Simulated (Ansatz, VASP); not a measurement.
ZnO: VASP beside Ansatz

```
CELL_PARAMETERS angstrom
0.00000 2.16340 2.16340
2.16340 0.00000 2.16340
2.16340 2.16340 0.00000
ATOMIC_POSITIONS crystal
Zn 0.00000 0.00000 0.00000
O 0.50000 0.50000 0.50000
```

Alike in both runs: functional PBE; k mesh 8 × 8 × 8; occupations gaussian, width 0.1 eV; no spin polarisation.

Ansatz relaxed the structure, and its values are those at the end. VASP's run is a single point on that final structure, the one shown.

|  | VASP | Ansatz |
| --- | --- | --- |
| version | VASP 6.6.1 | Ansatz 0.2.0 |
| potentials or method | VASP PAW PBE potentials, release 64 (Zn, O), cutoff 600 eV | scalar-relativistic, plane waves, PAW |
| valence electrons in the cell | 18 | 18 |

VASP gave:

```
gap on the k mesh at the Fermi level (eV) : 0.73
least direct gap on the mesh (eV)         : 1.98
pressure (GPa)                            : 1.1
```

**Question.** Which values does Ansatz return?

**Answer.** gap on the k mesh at the Fermi level (eV): 0.76; least direct gap on the mesh (eV): 2.01; pressure (GPa): 0.4.
